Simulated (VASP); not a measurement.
# Bi (Im-3m) in VASP: a series of runs, part 3 of 3

VASP 6.6.1. The steps go on from the part before.

## 4. Single point, r2SCAN (volume scaled by 0.91)

Contents of POSCAR:

```
Bi
1.0
   -1.9189125550      1.9189125550      1.9189125550
    1.9189125550     -1.9189125550      1.9189125550
    1.9189125550      1.9189125550     -1.9189125550
Bi
1
Direct
    0.0000000000      0.0000000000      0.0000000000
```

Contents of INCAR.step1:

```
PREC     = Accurate       # precision mode
ENCUT    = 520            # plane-wave cutoff, eV
ISMEAR   = 0              # smearing method
SIGMA    = 0.1            # smearing width, eV
LREAL    = False          # projectors in reciprocal space
LASPH    = True           # aspherical terms in the spheres
NELM     = 100            # most SCF steps
NBANDS   = 14             # bands
GGA      = PE             # functional
ALGO     = Normal         # electronic algorithm
EDIFF    = 1E-4           # SCF threshold, eV
LWAVE    = True           # write WAVECAR
LCHARG   = False          # write CHGCAR
```

Contents of INCAR.step2:

```
PREC     = Accurate       # precision mode
ENCUT    = 520            # plane-wave cutoff, eV
EDIFF    = 1E-6           # SCF threshold, eV
ISMEAR   = 0              # smearing method
SIGMA    = 0.1            # smearing width, eV
LREAL    = False          # projectors in reciprocal space
LASPH    = True           # aspherical terms in the spheres
NELM     = 100            # most SCF steps
ALGO     = Normal         # electronic algorithm
ISIF     = 2              # what is computed and relaxed
LWAVE    = False          # write WAVECAR
LCHARG   = False          # write CHGCAR
METAGGA  = R2SCAN         # meta-GGA
LMIXTAU  = True         
NBANDS   = 14             # bands
ISTART   = 1
```

Contents of KPOINTS:

```
Automatic mesh
0
Gamma
  16 16 16
```

Potentials or basis: VASP PAW PBE potentials, release 64 (Bi_d).

Run with:

```sh
> cat potpaw_PBE.64/Bi_d/POTCAR > POTCAR
> cp INCAR.step1 INCAR
> mpirun -np 1 vasp_std > vasp.out
> cp INCAR.step2 INCAR
> mpirun -np 1 vasp_std > vasp.out
```

OUTCAR:

```text
PREC = Accurate
   ENCUT = 520
   EDIFF = 1E-6
   ISMEAR = 0
   LREAL = False
   LASPH = True
   NELM = 100
   ISIF = 2
   METAGGA = R2SCAN
   ISTART = 1

 ion  position               nearest neighbor table
   1  0.000  0.000  0.000-

  LATTYP: Found a body centered cubic cell.
 ALAT       =     3.8378251100

  Lattice vectors:

 A1 = (  -1.9189125550,   1.9189125550,   1.9189125550)
 A2 = (   1.9189125550,  -1.9189125550,   1.9189125550)
 A3 = (   1.9189125550,   1.9189125550,  -1.9189125550)

Analysis of symmetry for initial positions (statically):
=====================================================================
 Subroutine PRICEL returns:
 Original cell was already a primitive cell.

 Routine SETGRP: Setting up the symmetry group for a
 body centered cubic supercell.

 Subroutine GETGRP returns: Found 48 space group operations
 (whereof 48 operations were pure point group operations)
 out of a pool of 48 trial point group operations.

The static configuration has the point symmetry O_h .

Analysis of symmetry for dynamics (positions and initial velocities):
=====================================================================
 Subroutine PRICEL returns:
 Original cell was already a primitive cell.

 Routine SETGRP: Setting up the symmetry group for a
 body centered cubic supercell.

 Subroutine GETGRP returns: Found 48 space group operations
 (whereof 48 operations were pure point group operations)
 out of a pool of 48 trial point group operations.

The dynamic configuration has the point symmetry O_h .

 Subroutine INISYM returns: Found 48 space group operations
 (whereof 48 operations are pure point group operations),
 and found     1 'primitive' translations

----------------------------------------------------------------------------------------

[... 111 lines left out ...]
  volume/ion in A,a.u.               =      28.26       190.73
  Fermi-wavevector in a.u.,A,eV,Ry     =   1.325450  2.504738 23.902962  1.756818
  Thomas-Fermi vector in A             =   2.454910
   LORBIT       =      0    0 simple, 1 ext, 2 COOP (PROOUT), +10 PAW based schemes
   METAGGA = R2SCAN    functional components
   LHFCALC =     F    Hartree Fock is set to
   AEXX    =    0.0000 exact exchange contribution
   IVDW    =     0    specifies the selected vdW correction
   LEPSILON=     F    determine dielectric tensor
   LRPA    =     F    only Hartree local field effects (RPA)
 non-spin polarized calculation
 Gauss-broadening in eV      SIGMA  =   0.10
  energy-cutoff  :      520.00
  volume of cell :       28.26
 maximum number of plane-waves:       784
 NGX is ok and might be reduce to    28
   NGX = 13   NGY = 13   NGZ = 13

 number of electron      15.0000002 magnetization

 Free energy of the ion-electron system (eV)
  ---------------------------------------------------
  ext. energy  EPLUGINS =         0.00000000
  ---------------------------------------------------
  free energy    TOTEN  =       -58.21697041 eV

  energy without entropy =      -58.21485912  energy(sigma->0) =      -58.21591476

 E-fermi :   9.0939     XC(G=0): -11.5945

 val. band max:        9.0758206529   @ k =  -0.2500   0.3750   0.1250
 cond. band min:       9.0966677304   @ k =   0.3125   0.1250   0.0625
 fundamental gap:      0.0208470776
 Fermi energy:         9.0939277681

 k-point     1 :       0.0000    0.0000    0.0000
  band No.  band energies     occupation
      1     -14.7509      2.00000
      2     -14.7509      2.00000
      3     -14.7509      2.00000
      4     -14.5563      2.00000
      5     -14.5563      2.00000
      6      -5.7699      2.00000
      7      15.2118      0.00000
      8      15.2118      0.00000
      9      15.2118      0.00000
     10      20.3758      0.00000
     11      20.3758      0.00000
     12      20.3758      0.00000
     13      20.5976      0.00000
     14      21.9302      0.00000
[... 377 lines left out ...]
      1     -14.7724      2.00000
      2     -14.6940      2.00000
      3     -14.5872      2.00000
      4     -14.5773      2.00000
      5     -14.5061      2.00000
      6      -2.8686      2.00000
      7       5.8068      2.00000
      8       8.9211      1.98546
      9      12.4567      0.00000
     10      18.0770      0.00000
     11      19.5403      0.00000
     12      22.0201      0.00000
     13      24.5229      0.00000
     14      24.7021      0.00000

 [... further k-points ...]
[... 5 lines left out ...]
  --------------------------------------------------------------------------------------
  -------------------------------------------------------------------------------------
  Total        1.1633533      1.1633533      1.1633533      0.0000000      0.0000000      0.0000000
  in kB       65.9472482     65.9472482     65.9472482      0.0000000      0.0000000      0.0000000
  external PRESSURE =      65.9472482 kB  Pullay stress =       0.0000000 kB

 VOLUME and BASIS-vectors are now :
 -----------------------------------------------------------------------------
  energy-cutoff  :      520.00
  volume of cell :       28.26
      direct lattice vectors                 reciprocal lattice vectors
    -1.918912555  1.918912555  1.918912555     0.000000000  0.260564244  0.260564244
     1.918912555 -1.918912555  1.918912555     0.260564244  0.000000000  0.260564244
     1.918912555  1.918912555 -1.918912555     0.260564244  0.260564244  0.000000000

 POSITION                                       TOTAL-FORCE (eV/Angst)
 -----------------------------------------------------------------------------------
      0.00000      0.00000      0.00000        -0.000000      0.000000      0.000000
 -----------------------------------------------------------------------------------
    total drift:                               -0.000000     -0.000000     -0.000000

  FREE ENERGIE OF THE ION-ELECTRON SYSTEM (eV)
  ---------------------------------------------------
  free  energy   TOTEN  =       -58.2169704082 eV

  energy  without entropy=      -58.2148591174  energy(sigma->0) =      -58.21591476
```

It took 2.3 min on 1 thread of Intel Xeon Platinum 8488C (Sapphire Rapids), shared host; peak memory 0.2 GiB.

What came out:

| Quantity | Value |
| --- | --- |
| Free energy | -58.2170 eV |
| Pressure | 6.6 GPa |

Levels at points of the mesh, in eV from the Fermi level:
| k point | band 3 | band 4 | band 5 | band 6 | band 7 | band 8 | band 9 | band 10 | band 11 | band 12 |
| --- | --- | --- | --- | --- | --- | --- | --- | --- | --- | --- |
| (0.00, 0.00, 0.00) | -23.84 | -23.65 | -23.65 | -14.86 | 6.12 | 6.12 | 6.12 | 11.28 | 11.28 | 11.28 |
| (0.50, 0.00, 0.00) | -23.66 | -23.66 | -23.53 | -11.01 | -5.92 | 1.77 | 4.01 | 6.95 | 8.27 | 13.88 |
| (0.50, 0.50, 0.50) | -23.56 | -23.56 | -23.56 | -8.21 | -2.21 | -2.21 | -2.21 | 3.91 | 3.91 | 16.51 |

Caveat: the cell differs from its parent crystal (volume scaled by 0.91); the PAW data sets were made with another functional, which shifts forces and pressure a little; spin-orbit coupling is left out, which moves the levels of the heavy elements.

## 5. Single point, r2SCAN

This run uses another cell than the first one, of 25.05 Å³/atom, 1.125 times its volume.

Contents of POSCAR:

```
Bi
1.0
   -1.8433290618      1.8433290618      1.8433290618
    1.8433290618     -1.8433290618      1.8433290618
    1.8433290618      1.8433290618     -1.8433290618
Bi
1
Direct
    0.0000000000      0.0000000000      0.0000000000
```

Contents of INCAR.step1:

```
SYSTEM = Bi
PREC = Accurate ; ENCUT = 520
ISMEAR = -1 ; SIGMA = 0.1
LREAL = .False. ; LASPH = .True.
NELM = 100 ; NBANDS = 14
GGA = PE ; ALGO = Normal
EDIFF = 1E-4 ; LWAVE = .True.
LCHARG = .False.
```

Contents of INCAR.step2:

```
SYSTEM = Bi
PREC = Accurate ; ENCUT = 520
EDIFF = 1E-6 ; ISMEAR = -1
SIGMA = 0.1 ; LREAL = .False.
LASPH = .True. ; NELM = 100
ALGO = Normal ; ISIF = 2
LWAVE = .False. ; LCHARG = .False.
METAGGA = R2SCAN ; LMIXTAU = .True.
NBANDS = 14 ; ISTART = 1
```

Contents of KPOINTS:

```
regular mesh
0
Gamma
  16 16 16
  0 0 0
```

Run with:

```sh
> cat potpaw_PBE.64/Bi_d/POTCAR > POTCAR
> cp INCAR.step1 INCAR
> mpirun -np 1 vasp_std > vasp.out
> cp INCAR.step2 INCAR
> mpirun -np 1 vasp_std > vasp.out
```

It took 44 s on 1 thread of Intel Xeon 6975P-C (Granite Rapids), shared host; peak memory 0.17 GiB.

The run converged. Its results:

```yaml
Free_energy: -57.9659 eV
Pressure: 20.2 GPa
```

Levels at points of the mesh, in eV from the Fermi level:
```tsv
k point	band 4	band 5	band 6	band 7	band 8	band 9	band 10	band 11	band 12	band 13
(0.00, 0.00, 0.00)	-23.74	-23.74	-15.93	7.21	7.21	7.21	11.21	11.21	11.21	13.47
(0.50, 0.00, 0.00)	-23.75	-23.56	-11.21	-6.76	2.05	4.33	7.51	8.66	14.75	15.33
(0.50, 0.50, 0.50)	-23.60	-23.60	-7.68	-2.53	-2.53	-2.53	3.79	3.79	16.82	20.89
```

Caveat: the PAW data sets were made with another functional, which shifts forces and pressure a little; spin-orbit coupling is left out, which moves the levels of the heavy elements.

## 6. Relaxation of cell and atoms, r2SCAN, target pressure 20.2 GPa, at which the enthalpy is minimised

This run uses another cell than the first one, of 25.08 Å³/atom, 1.126 times its volume.

Contents of POSCAR:

```
Bi
1.0
   -1.8440261319      1.8440261319      1.8440261319
    1.8440261319     -1.8440261319      1.8440261319
    1.8440261319      1.8440261319     -1.8440261319
Bi
1
Direct
    0.0000000000      0.0000000000      0.0000000000
```

Contents of INCAR.step1:

```
SYSTEM = Bi
ALGO = Normal ; EDIFF = 1E-4
ENCUT = 600 ; GGA = PE
ISMEAR = -1 ; LASPH = .True.
LCHARG = .False. ; LREAL = .False.
LWAVE = .True. ; NELM = 100
PREC = Accurate ; SIGMA = 0.1
```

Contents of INCAR.step2:

```
SYSTEM = Bi
ALGO = Normal ; EDIFF = 1E-7
EDIFFG = -0.002 ; ENCUT = 600
IBRION = 2 ; ISIF = 3
ISMEAR = -1 ; ISTART = 1
LASPH = .True. ; LCHARG = .False.
LMIXTAU = .True. ; LREAL = .False.
LWAVE = .False. ; METAGGA = R2SCAN
NELM = 100 ; NSW = 80
PREC = Accurate ; PSTRESS = 202.0
SIGMA = 0.1
```

Contents of KPOINTS:

```
k-points
0
Gamma
  16 16 16
  0 0 0
```

Potentials or basis: VASP PAW PBE potentials, release 64 (Bi_d).

Run with:

```sh
> cat potpaw_PBE.64/Bi_d/POTCAR > POTCAR
> cp INCAR.step1 INCAR
> mpirun -np 1 vasp_std > vasp.out
> cp INCAR.step2 INCAR
> mpirun -np 1 vasp_std > vasp.out
```

Wall time 3.8 min (1 thread of Intel Xeon 6975P-C (Granite Rapids), shared host); peak memory 0.2 GiB.

Results (log left out):

| Property | Result |
| --- | --- |
| Free energy | -57.9689 eV |
| Relaxed volume | 25.08 Å³/atom |
| Relaxed cell | a = 3.194 Å, b = 3.194 Å, c = 3.194 Å, α = 109.47°, β = 109.47°, γ = 109.47° |
| Space group after relaxing (to 0.05 Å) | Im-3m (No. 229) |
| Energy change on relaxing (the enthalpy is what falls) | +0.8 meV/atom |
| Ionic steps | 4 |
| Pressure after relaxing | 20.2 GPa |

The path:
| step | energy change (eV) | largest force (eV/Å) | pressure (GPa) | volume (Å³) |
| --- | --- | --- | --- | --- |
| 1 | 0.0000 | 0.0000 | 20.17 | 25.08 |
| 2 | 0.0022 | 0.0000 | 20.28 | 25.06 |
| 3 | 0.0011 | 0.0000 | 20.21 | 25.07 |
| 4 | 0.0008 | 0.0000 | 20.21 | 25.08 |

Final structure:
```
CELL_PARAMETERS angstrom
-1.84388 1.84388 1.84388
1.84388 -1.84388 1.84388
1.84388 1.84388 -1.84388
ATOMIC_POSITIONS crystal
Bi 0.00000 0.00000 0.00000
```

Levels at points of the mesh, in eV from the Fermi level:
| k point | band 6 | band 7 | band 8 | band 9 | band 10 | band 11 |
| --- | --- | --- | --- | --- | --- | --- |
| (0.00, 0.00, 0.00) | -15.93 | 7.20 | 7.20 | 7.20 | 11.21 | 11.21 |
| (0.50, 0.00, 0.00) | -11.21 | -6.75 | 2.05 | 4.33 | 7.51 | 8.66 |
| (0.50, 0.50, 0.50) | -7.69 | -2.53 | -2.53 | -2.53 | 3.79 | 3.79 |

Caveat: the cell is relaxed towards a set pressure, so the enthalpy falls and the energy may rise; the PAW data sets were made with another functional, which shifts forces and pressure a little; spin-orbit coupling is left out, which moves the levels of the heavy elements.

## 7. The runs side by side

```csv
task,cell,cutoff (eV),smearing,gap on the mesh (eV),pressure (GPa)
single point,"a = 3.070 Å, angles 109.5°, 1 atom",520,fermi-dirac 0.1 eV,none,41.0
relaxation of cell and atoms,"relaxed to 40.8 GPa from a = 3.068 Å, angles 109.5°, 1 atom",600,fermi-dirac 0.1 eV,none,40.8
single point,"a = 3.324 Å, angles 109.5°, 1 atom",520,gaussian 0.1 eV,none,6.6
single point,"a = 3.193 Å, angles 109.5°, 1 atom",520,fermi-dirac 0.1 eV,none,20.2
relaxation of cell and atoms,"relaxed to 20.2 GPa from a = 3.194 Å, angles 109.5°, 1 atom",600,fermi-dirac 0.1 eV,none,20.2
```

Alike in all rows: level r2SCAN; potentials or basis VASP PAW PBE potentials, release 64 (Bi_d); no spin polarisation; k mesh 16 × 16 × 16.

Caveats: the PAW data sets were made with another functional, which shifts forces and pressure a little; spin-orbit coupling is left out, which moves the levels of the heavy elements; the cell is relaxed towards a set pressure, so the enthalpy falls and the energy may rise (some runs).

Absolute energies hang on the potentials; compare differences alone.
